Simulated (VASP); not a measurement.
# Si2Mo (I4/mmm) in VASP: a series of runs, part 2 of 2

VASP 6.6.1. Earlier steps stand in the parts before.

### Step 4. Single point, PBE

This run uses another cell than the first one, of 14.22 Å³/atom, 1.039 times its volume.

INCAR

```
SYSTEM = Si2Mo
PREC = Accurate ; ENCUT = 520
EDIFF = 1E-6 ; ISMEAR = -1
SIGMA = 0.1 ; LREAL = .FALSE.
LASPH = .TRUE. ; NELM = 80
ALGO = Normal ; ISIF = 2
LWAVE = .FALSE. ; LCHARG = .FALSE.
GGA = PE ; NBANDS = 18
```

KPOINTS

```
Automatic mesh
0
G
  13 13 13
  0 0 0
```

POSCAR

```
Si2Mo
1.0
   -1.6313805159      1.6313805159      4.0075881985
    1.6313805159     -1.6313805159      4.0075881985
    1.6313805159      1.6313805159     -4.0075881985
Si Mo
2 1
Direct
    0.3330000000      0.3330000000      0.0000000000
    0.6670000000      0.6670000000      0.0000000000
    0.0000000000      0.0000000000      0.0000000000
```

Potentials or basis: VASP PAW PBE potentials, release 64 (Si, Mo_sv).

The run is started by

```bash
$ cat potpaw_PBE.64/Si/POTCAR potpaw_PBE.64/Mo_sv/POTCAR > POTCAR
$ mpirun -np 1 vasp_std > vasp.out
```

OUTCAR:

```text
SYSTEM = Si2Mo
   PREC = Accurate
   ENCUT = 520
   EDIFF = 1E-6
   ISMEAR = -1
   LREAL = .FALSE.
   LASPH = .TRUE.
   NELM = 80
   ISIF = 2
   GGA = PE

 ion  position               nearest neighbor table
   1  0.333  0.333  0.000-   2 2.66   2 2.66   2 2.66   2 2.66   3 2.67   3 2.67   3 2.67   3 2.67
                             3 2.67   2 2.68
   2  0.667  0.667  0.000-   1 2.66   1 2.66   1 2.66   1 2.66   3 2.67   3 2.67   3 2.67   3 2.67
                             3 2.67   1 2.68
   3  0.000  0.000  0.000-   1 2.67   2 2.67   2 2.67   2 2.67   2 2.67   1 2.67   1 2.67   1 2.67
                             1 2.67   2 2.67

  LATTYP: Found a body centered tetragonal cell.
 ALAT       =     3.2627610318
 C/A-ratio  =     2.4565624999

  Lattice vectors:

 A1 = (  -1.6313805159,   1.6313805159,   4.0075881985)
 A2 = (   1.6313805159,  -1.6313805159,   4.0075881985)
 A3 = (   1.6313805159,   1.6313805159,  -4.0075881985)

Analysis of symmetry for initial positions (statically):
=====================================================================
 Subroutine PRICEL returns:
 Original cell was already a primitive cell.

 Routine SETGRP: Setting up the symmetry group for a
 body centered tetragonal supercell.

 Subroutine GETGRP returns: Found 16 space group operations
 (whereof 16 operations were pure point group operations)
 out of a pool of 16 trial point group operations.

The static configuration has the point symmetry D_4h.

Analysis of symmetry for dynamics (positions and initial velocities):
=====================================================================
 Subroutine PRICEL returns:
 Original cell was already a primitive cell.

 Routine SETGRP: Setting up the symmetry group for a
 body centered tetragonal supercell.

 Subroutine GETGRP returns: Found 16 space group operations
 (whereof 16 operations were pure point group operations)
 out of a pool of 16 trial point group operations.

The dynamic configuration has the point symmetry D_4h.

 Subroutine INISYM returns: Found 16 space group operations
 (whereof 16 operations are pure point group operations),
 and found     1 'primitive' translations

----------------------------------------------------------------------------------------

                                     Primitive cell

  volume of cell :      42.6632

  direct lattice vectors                    reciprocal lattice vectors
    -1.631380516  1.631380516  4.007588198     0.000000000  0.306488888  0.124763318
     1.631380516 -1.631380516  4.007588198     0.306488888  0.000000000  0.124763318
     1.631380516  1.631380516 -4.007588198     0.306488888  0.306488888  0.000000000

  length of vectors
     4.624237012  4.624237012  4.624237012     0.330909842  0.330909842  0.433440742

  position of ions in fractional coordinates (direct lattice)
     0.333000000  0.333000000  0.000000000
     0.667000000  0.667000000  0.000000000
     0.000000000  0.000000000  0.000000000

  ion indices of the primitive-cell ions
   primitive index   ion index
                 1           1
                 2           2
                 3           3

----------------------------------------------------------------------------------------

 KPOINTS: Automatic mesh

Automatic generation of k-mesh.
 Grid dimensions read from file:
 generate k-points for:   13   13   13

 Generating k-lattice:

  Cartesian coordinates                     Fractional coordinates (reciprocal lattice)
     0.000000000  0.023576068  0.009597178     0.076923077  0.000000000  0.000000000
     0.023576068  0.000000000  0.009597178     0.000000000  0.076923077  0.000000000
     0.023576068  0.023576068  0.000000000     0.000000000  0.000000000  0.076923077

  Length of vectors
     0.025454603  0.025454603  0.033341596

  Shift w.r.t. Gamma in fractional coordinates (k-lattice)
     0.000000000  0.000000000  0.000000000

 Subroutine IBZKPT returns following result:
 ===========================================

 Found    196 irreducible k-points:

 Following reciprocal coordinates:
            Coordinates               Weight
  0.000000  0.000000  0.000000      1.000000
  0.076923  0.000000  0.000000      8.000000
  0.153846 -0.000000  0.000000      8.000000
  0.230769 -0.000000  0.000000      8.000000
  0.307692 -0.000000  0.000000      8.000000
  0.384615 -0.000000  0.000000      8.000000
[... 16 lines left out ...]
  0.384615  0.153846  0.000000     16.000000
  0.461538  0.153846  0.000000     16.000000
 [... further k-points ...]
   k-points           NKPTS =    196   k-points in BZ     NKDIM =    196   number of bands    NBANDS=     18
   number of dos      NEDOS =    301   number of ions     NIONS =      3
   total plane-waves  NPLWV =  46656
   dimension x,y,z NGX =    36 NGY =   36 NGZ =   36
   dimension x,y,z NGXF=    72 NGYF=   72 NGZF=   72
   ions per type =               2   1
   NGX,Y,Z   is equivalent  to a cutoff of  12.94, 12.94, 12.94 a.u.
   NGXF,Y,Z  is equivalent  to a cutoff of  25.88, 25.88, 25.88 a.u.
 SYSTEM =  Si2Mo
   PREC   = accura    normal or accurate (medium, high low for compatibility)
   ISTART =      0    job   : 0-new  1-cont  2-samecut
   ICHARG =      2    charge: 1-file 2-atom 10-const
   ISPIN  =      1    spin polarized calculation?
   LNONCOLLINEAR =      F non collinear calculations
   LSORBIT =      F    spin-orbit coupling
   LASPH  =      T    aspherical Exc in radial PAW
   ENCUT  =  520.0 eV  38.22 Ry    6.18 a.u.   8.60  8.60  8.60*2*pi/ulx,y,z
   NELM   =     80;   NELMIN=  2; NELMDL= -5     # of ELM steps
   EDIFF  = 0.1E-05   stopping-criterion for ELM
   LREAL  =      F    real-space projection
   EDIFFG = 0.1E-04   stopping-criterion for IOM
   NSW    =      0    number of steps for IOM
   IBRION =     -1    ionic relax: 0-MD 1-quasi-New 2-CG
   NFREE  =      0    steps in history (QN), initial steepest desc. (CG)
   ISIF   =      2    stress and relaxation
   ISYM   =      2    0-nonsym 1-usesym 2-fastsym
   POTIM  = 0.5000    time-step for ionic-motion
   TEBEG  =    0.0;   TEEND  =   0.0 temperature during run
   PSTRESS=    0.0 pullay stress
   NELECT =      22.0000    total number of electrons
   NUPDOWN=      -1.0000    fix difference up-down
   EMIN   =  10.00;   EMAX   =-10.00  energy-range for DOS
   EFERMI =   0.00;   METHOD = LEGACY
   ISMEAR =    -1;   SIGMA  =   0.10  broadening in eV -4-tet -1-fermi 0-gaus
   EFERMI_NEDOS =   21; number of points for ismear=-14 and -15
   IALGO  =     38    algorithm
   IMIX   =      4    mixing-type and parameters
     AMIX     =   0.40;   BMIX     =  1.00
     AMIX_MAG =   1.60;   BMIX_MAG =  1.00
  volume/ion in A,a.u.               =      14.22        95.97
  Fermi-wavevector in a.u.,A,eV,Ry     =   1.312798  2.480828 23.448800  1.723438
  Thomas-Fermi vector in A             =   2.443165
   LORBIT       =      0    0 simple, 1 ext, 2 COOP (PROOUT), +10 PAW based schemes
   GGA     = PE    functional components
[... 5 lines left out ...]
 non-spin polarized calculation
  energy-cutoff  :      520.00
  volume of cell :       42.66
 maximum number of plane-waves:      1162
   NGX = 17   NGY = 17   NGZ = 17

 number of electron      22.0000000 magnetization

 Free energy of the ion-electron system (eV)
  ---------------------------------------------------
  ext. energy  EPLUGINS =         0.00000000
  ---------------------------------------------------
  free energy    TOTEN  =       -23.20545956 eV

  energy without entropy =      -23.19252146  energy(sigma->0) =      -23.19899051

 E-fermi :  11.4011     XC(G=0): -12.1535

 val. band max:       11.3073576693   @ k =  -0.4615  -0.4615   0.3077
 cond. band min:      11.4485180896   @ k =  -0.3077  -0.3846   0.3077
 fundamental gap:      0.1411604203
 Fermi energy:        11.4011140965

 k-point     1 :       0.0000    0.0000    0.0000
  band No.  band energies     occupation
      1     -49.4025      2.00000
      2     -23.5276      2.00000
      3     -23.4572      2.00000
      4     -23.4572      2.00000
      5      -1.5952      2.00000
      6       5.4339      2.00000
[... 10 lines left out ...]
     17      16.0993      0.00000
     18      16.0993      0.00000
[... 463 lines left out ...]
 k-point    24 :       0.4615    0.1538    0.0000
  band No.  band energies     occupation
      1     -49.3860      2.00000
      2     -23.6505      2.00000
      3     -23.5077      2.00000
      4     -23.4804      2.00000
      5       2.1102      2.00000
      6       2.6231      2.00000
[... 10 lines left out ...]
     17      18.5857      0.00000
     18      20.0065      0.00000

 [... further k-points ...]

------------------------ aborting loop because EDIFF is reached ----------------------------------------

  FORCE on cell =-STRESS in cart. coord.  units (eV):
  Direction    XX          YY          ZZ          XY          YZ          ZX
  --------------------------------------------------------------------------------------
  -------------------------------------------------------------------------------------
  Total       -2.1110756     -2.1110756     -2.7493558      0.0000000      0.0000000      0.0000000
  in kB      -79.2794726    -79.2794726   -103.2494868      0.0000000      0.0000000      0.0000000
  external PRESSURE =     -87.2694773 kB  Pullay stress =       0.0000000 kB

 VOLUME and BASIS-vectors are now :
 -----------------------------------------------------------------------------
  energy-cutoff  :      520.00
  volume of cell :       42.66
      direct lattice vectors                 reciprocal lattice vectors
    -1.631380516  1.631380516  4.007588198     0.000000000  0.306488888  0.124763318
     1.631380516 -1.631380516  4.007588198     0.306488888  0.000000000  0.124763318
     1.631380516  1.631380516 -4.007588198     0.306488888  0.306488888  0.000000000

 POSITION                                       TOTAL-FORCE (eV/Angst)
 -----------------------------------------------------------------------------------
      0.00000      0.00000      2.66905        -0.000000     -0.000000      0.355239
      0.00000      0.00000      5.34612         0.000000      0.000000     -0.355239
      0.00000      0.00000      0.00000         0.000000      0.000000     -0.000000
 -----------------------------------------------------------------------------------
    total drift:                                0.000000      0.000000     -0.000000

  FREE ENERGIE OF THE ION-ELECTRON SYSTEM (eV)
  ---------------------------------------------------
  free  energy   TOTEN  =       -23.2054595631 eV

  energy  without entropy=      -23.1925214629  energy(sigma->0) =      -23.19899051
```

Run time: 87 s. Hardware: 1 thread of AMD EPYC 9R45 (Zen 5), shared host; peak memory 0.27 GiB.

Results:

```
Free energy            : -23.2055 eV
Pressure               : -8.7 GPa
Largest force          : 0.355 eV/Å
Band gap on the k mesh : zero (band 11 reaches 11.87 eV, above the bottom of band 12 at 10.96 eV)
```

Forces in eV/Å, atoms in the order of the input:
```
Si   0.000  0.000  0.355
Si   0.000  0.000 -0.355
Mo   0.000  0.000  0.000
```

### Step 5. Summary

```csv
cell,gap on the mesh (eV),pressure (GPa),largest force (eV/Å)
"a = 4.565 Å, angles 138.7, 138.7, 59.9°, 3 atoms",none,-1.7,0.30
"a = 4.595 Å, angles 138.7, 138.7, 59.9°, 3 atoms",none,-5.4,0.33
"a = 4.624 Å, angles 138.7, 138.7, 59.9°, 3 atoms",none,-8.7,0.36
```

Alike in all rows: task single point; level PBE; potentials or basis VASP PAW PBE potentials, release 64 (Si, Mo_sv); no spin polarisation; k mesh 13 × 13 × 13; cutoff (eV) 520; smearing fermi-dirac 0.1 eV.

Total energies depend on the potentials used, so only differences within one code and one set of settings carry meaning.
